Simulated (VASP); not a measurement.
# SnO2 (F-43m) in VASP: notebook, part 2 of 2

VASP 6.6.1. The steps go on from the part before.

## Step 4: Relaxation of cell and atoms, PBE

Contents of INCAR:

```
PREC = Accurate
ENCUT = 600
EDIFF = 1E-6
ISMEAR = 0
SIGMA = 0.1
LREAL = F
LASPH = T
NELM = 80
ALGO = Normal
ISIF = 3
LWAVE = F
LCHARG = F
GGA = PE
IBRION = 2
NSW = 90
EDIFFG = -0.04
```

Contents of KPOINTS:

```
Automatic mesh
0
Gamma
  4 4 4
```

Contents of POSCAR:

```
SnO2
1.0
    0.0000000000      3.5744082300      3.5744082300
    3.5744082300      0.0000000000      3.5744082300
    3.5744082300      3.5744082300      0.0000000000
Sn O
2 4
Direct
    0.7500000000      0.7500000000      0.7500000000
    0.2500000000      0.2500000000      0.2500000000
    0.4048007900      0.4048007900      0.4048007900
    0.4048007900      0.4048007900      0.7855976400
    0.4048007900      0.7855976400      0.4048007900
    0.7855976400      0.4048007900      0.4048007900
```

Potentials or basis: VASP PAW PBE potentials, release 64 (Sn_d, O).

Command:

```sh
> cat potpaw_PBE.64/Sn_d/POTCAR potpaw_PBE.64/O/POTCAR > POTCAR
> mpirun -np 1 vasp_std > vasp.out
```

OUTCAR:

```text
PREC = Accurate
   ENCUT = 600
   EDIFF = 1E-6
   ISMEAR = 0
   LREAL = F
   LASPH = T
   NELM = 80
   ISIF = 3
   GGA = PE
   IBRION = 2
   NSW = 90
   EDIFFG = -0.04

 ion  position               nearest neighbor table
   1  0.750  0.750  0.750-   2 3.57   2 3.57   2 3.57   2 3.57   2 3.57   2 3.57
   2  0.250  0.250  0.250-   4 1.92   5 1.92   6 1.92   3 1.92   1 3.57   1 3.57   1 3.57   1 3.57
                             1 3.57   1 3.57
   3  0.405  0.405  0.405-   2 1.92   4 1.92   5 1.92   6 1.92
   4  0.405  0.405  0.786-   2 1.92   3 1.92   5 1.92   6 1.92
   5  0.405  0.786  0.405-   2 1.92   3 1.92   4 1.92   6 1.92
   6  0.786  0.405  0.405-   2 1.92   3 1.92   4 1.92   5 1.92

  LATTYP: Found a face centered cubic cell.
 ALAT       =     7.1488164600

  Lattice vectors:

 A1 = (   0.0000000000,   3.5744082300,   3.5744082300)
 A2 = (   3.5744082300,   0.0000000000,   3.5744082300)
 A3 = (   3.5744082300,   3.5744082300,   0.0000000000)

Analysis of symmetry for initial positions (statically):
=====================================================================
 Subroutine PRICEL returns:
 Original cell was already a primitive cell.

 Routine SETGRP: Setting up the symmetry group for a
 face centered cubic supercell.

 Subroutine GETGRP returns: Found 24 space group operations
 (whereof 24 operations were pure point group operations)
 out of a pool of 48 trial point group operations.

The static configuration has the point symmetry T_d .

Analysis of symmetry for dynamics (positions and initial velocities):
[... 136 lines left out ...]
  energy-cutoff  :      600.00
  volume of cell :       91.34
 maximum number of plane-waves:      3071
   NGX = 21   NGY = 21   NGZ = 21

--------------------------------------- Ionic step        1  -------------------------------------------

 number of electron      52.0000013 magnetization

 Free energy of the ion-electron system (eV)
  ---------------------------------------------------
  ext. energy  EPLUGINS =         0.00000000
  ---------------------------------------------------
  free energy    TOTEN  =       -24.25737070 eV

  energy without entropy =      -24.20140936  energy(sigma->0) =      -24.22939003

 E-fermi :   5.3232     XC(G=0):  -9.9635

 val. band max:        5.3147600877   @ k =   0.2500   0.2500   0.0000
 cond. band min:       5.3453270251   @ k =  -0.2500   0.2500   0.0000
 fundamental gap:      0.0305669374
 Fermi energy:         5.3232219220

 k-point     1 :       0.0000    0.0000    0.0000
  band No.  band energies     occupation
      1     -16.5886      2.00000
      2     -16.5886      2.00000
      3     -16.5886      2.00000
      4     -16.5853      2.00000
      5     -16.5853      2.00000
      6     -16.0041      2.00000
[... 580 lines left out ...]
--------------------------------------- Ionic step        9  -------------------------------------------

 number of electron      52.0000034 magnetization

 Free energy of the ion-electron system (eV)
  ---------------------------------------------------
  ext. energy  EPLUGINS =         0.00000000
  ---------------------------------------------------
  free energy    TOTEN  =       -26.90100468 eV

  energy without entropy =      -26.82970775  energy(sigma->0) =      -26.86535622

 E-fermi :   1.7875     XC(G=0):  -8.5520

 val. band max:        1.7602352092   @ k =   0.5000   0.0000   0.0000
 cond. band min:       1.8080738113   @ k =   0.2500   0.2500   0.0000
 fundamental gap:      0.0478386021
 Fermi energy:         1.7875329515

 k-point     1 :       0.0000    0.0000    0.0000
  band No.  band energies     occupation
      1     -20.1570      2.00000
      2     -20.1570      2.00000
      3     -20.1555      2.00000
      4     -20.1554      2.00000
      5     -20.1554      2.00000
      6     -18.4727      2.00000
[... 294 lines left out ...]
  FREE ENERGIE OF THE ION-ELECTRON SYSTEM (eV)
  ---------------------------------------------------
  free  energy   TOTEN  =       -26.9010046797 eV

  energy  without entropy=      -26.8297077516  energy(sigma->0) =      -26.86535622

 reached required accuracy - stopping structural energy minimisation
```

CONTCAR:

```text
SnO2
   1.00000000000000
    -0.0000000000000000    3.9335821457570148    3.9335821457570148
     3.9335821457570148   -0.0000000000000000    3.9335821457570148
     3.9335821457570148    3.9335821457570148    0.0000000000000000
  Sn              O
     2     4
Direct
     0.7500000000000000    0.7500000000000000    0.7500000000000000
     0.2500000000000000    0.2500000000000000    0.2500000000000000
     0.3928066656534842    0.3928066656534842    0.3928066656534842
     0.3928066656534843    0.3928066656534843    0.8215800130395551
     0.3928066656534843    0.8215800130395551    0.3928066656534843
     0.8215800130395551    0.3928066656534843    0.3928066656534843

  0.00000000E+00  0.00000000E+00  0.00000000E+00
  0.00000000E+00  0.00000000E+00  0.00000000E+00
  0.00000000E+00  0.00000000E+00  0.00000000E+00
  0.00000000E+00  0.00000000E+00  0.00000000E+00
  0.00000000E+00  0.00000000E+00  0.00000000E+00
  0.00000000E+00  0.00000000E+00  0.00000000E+00
```

It took 4.3 min on 1 thread of Intel Xeon 6975P-C, shared host; peak memory 0.25 GiB.

What came out:

```
Free energy                            : -26.9010 eV
Relaxed volume                         : 20.29 Å³/atom
Relaxed cell                           : a = 5.563 Å, b = 5.563 Å, c = 5.563 Å, α = 60.00°, β = 60.00°, γ = 60.00°
Space group after relaxing (to 0.05 Å) : F-43m (No. 216)
Energy gained by relaxing              : 440.6 meV/atom
Ionic steps                            : 9
Pressure after relaxing                : 0.0 GPa
Largest force after relaxing           : 0.026 eV/Å
Band gap on the k mesh                 : zero (band 26 reaches 1.86 eV, above the bottom of band 27 at 1.70 eV)
```

Forces in eV/Å, atoms in the order of the input:
```
Sn   0.000  0.000  0.000
Sn   0.000  0.000  0.000
O    0.015  0.015  0.015
O   -0.015 -0.015  0.015
O   -0.015  0.015 -0.015
O    0.015 -0.015 -0.015
```

Step by step:
```csv
step,energy change (eV),largest force (eV/Å),pressure (GPa),volume (Å³)
1,0.0000,4.1336,25.37,91.34
2,-2.5206,1.1153,0.53,127.05
3,-2.5981,0.6752,2.83,118.04
4,-2.5992,0.7849,2.30,119.83
5,-2.5950,0.5887,-2.67,125.75
6,-2.6419,0.0702,-0.29,122.64
7,-2.6419,0.0835,-0.23,122.58
8,-2.6433,0.0470,-0.08,122.04
9,-2.6436,0.0264,0.00,121.73
```

Final structure:
```xyz
6
Lattice="0.0000 3.9336 3.9336 3.9336 0.0000 3.9336 3.9336 3.9336 0.0000" Properties=species:S:1:pos:R:3 pbc="T T T"
Sn    5.9004    5.9004    5.9004
Sn    1.9668    1.9668    1.9668
O     3.0903    3.0903    3.0903
O     4.7769    4.7769    3.0903
O     4.7769    3.0903    4.7769
O     3.0903    4.7769    4.7769
```

Caveat: the k points lie up to 0.35 Å⁻¹ apart in the final cell; the volume moved by over 15 % at a fixed basis, so the end points are rough; spin-orbit coupling is left out, which moves the levels of the heavy elements.

## Step 5: Single point, PBE

This run uses another cell than the first one, of 20.36 Å³/atom, 1.338 times its volume.

Contents of INCAR:

```
ALGO     = Normal         # electronic algorithm
EDIFF    = 1E-6           # SCF threshold, eV
ENCUT    = 520            # plane-wave cutoff, eV
GGA      = PE             # functional
ISIF     = 2              # what is computed and relaxed
ISMEAR   = 0              # smearing method
LASPH    = True           # aspherical terms in the spheres
LCHARG   = False          # write CHGCAR
LREAL    = False          # projectors in reciprocal space
LWAVE    = False          # write WAVECAR
NBANDS   = 35             # bands
NELM     = 100            # most SCF steps
PREC     = Accurate       # precision mode
SIGMA    = 0.1            # smearing width, eV
```

Contents of KPOINTS:

```
k-points
0
Gamma
  8 8 8
```

Contents of POSCAR:

```
SnO2
1.0
    0.0000000000      3.9383711197      3.9383711197
    3.9383711197      0.0000000000      3.9383711197
    3.9383711197      3.9383711197      0.0000000000
Sn O
2 4
Direct
    0.2500000000      0.2500000000      0.2500000000
    0.7500000000      0.7500000000      0.7500000000
    0.6074775370      0.1775673890      0.6074775370
    0.6074775370      0.6074775370      0.6074775370
    0.1775673890      0.6074775370      0.6074775370
    0.6074775370      0.6074775370      0.1775673890
```

Command:

```sh
> cat potpaw_PBE.64/Sn_d/POTCAR potpaw_PBE.64/O/POTCAR > POTCAR
> mpirun -np 1 vasp_std > vasp.out
```

It took 2.4 min on 1 thread of Intel Xeon 6975P-C, shared host; peak memory 0.31 GiB.

It converged, with:

* Free energy: -26.8703 eV
* Pressure: 0.2 GPa
* Largest force: 0.090 eV/Å
* Band gap on the k mesh: zero (band 26 reaches 1.83 eV, above the bottom of band 27 at 1.66 eV)

Forces on the atoms (eV/Å):
```
Sn   0.000  0.000  0.000
Sn   0.000  0.000  0.000
O    0.052 -0.052  0.052
O   -0.052 -0.052 -0.052
O   -0.052  0.052  0.052
O    0.052  0.052 -0.052
```

Levels at points of the mesh, in eV from the Fermi level:
```csv
k point,band 24,band 25,band 26,band 27,band 28,band 29
"(0.00, 0.00, 0.00)",0.00,0.00,0.00,0.00,2.56,2.56
"(0.50, 0.00, 0.00)",-1.15,0.01,0.11,0.11,1.71,3.01
"(0.50, 0.50, 0.00)",-0.96,-0.47,0.09,0.09,2.20,2.89
```

Caveat: spin-orbit coupling is left out, which moves the levels of the heavy elements.

## Step 6: The runs side by side

| task | cell | k mesh | cutoff (eV) | gap on the mesh (eV) | pressure (GPa) | largest force (eV/Å) |
| --- | --- | --- | --- | --- | --- | --- |
| single point | a = 5.055 Å, angles 60.0°, 6 atoms | 4 × 4 × 4 | 520 | none | 25.5 | 4.13 |
| single point | a = 5.563 Å, angles 60.0°, 6 atoms | 4 × 4 × 4 | 520 | none | 0.2 | 0.08 |
| relaxation of cell and atoms | relaxed from a = 5.055 Å, angles 60.0°, 6 atoms | 4 × 4 × 4 | 600 | none | 0.0 | 0.03 |
| single point | a = 5.570 Å, angles 60.0°, 6 atoms | 8 × 8 × 8 | 520 | none | 0.2 | 0.09 |

Alike in all rows: level PBE; potentials or basis VASP PAW PBE potentials, release 64 (Sn_d, O); no spin polarisation; smearing gaussian 0.1 eV.

Caveats: some runs use coarse meshes; spin-orbit coupling is left out, which moves the levels of the heavy elements; forces of over 1 eV/Å act on the atoms, so gaps and moduli don't describe the material at rest (some runs); the volume moved by over 15 % at a fixed basis, so the end points are rough (some runs).

Absolute energies hang on the potentials; compare differences alone.
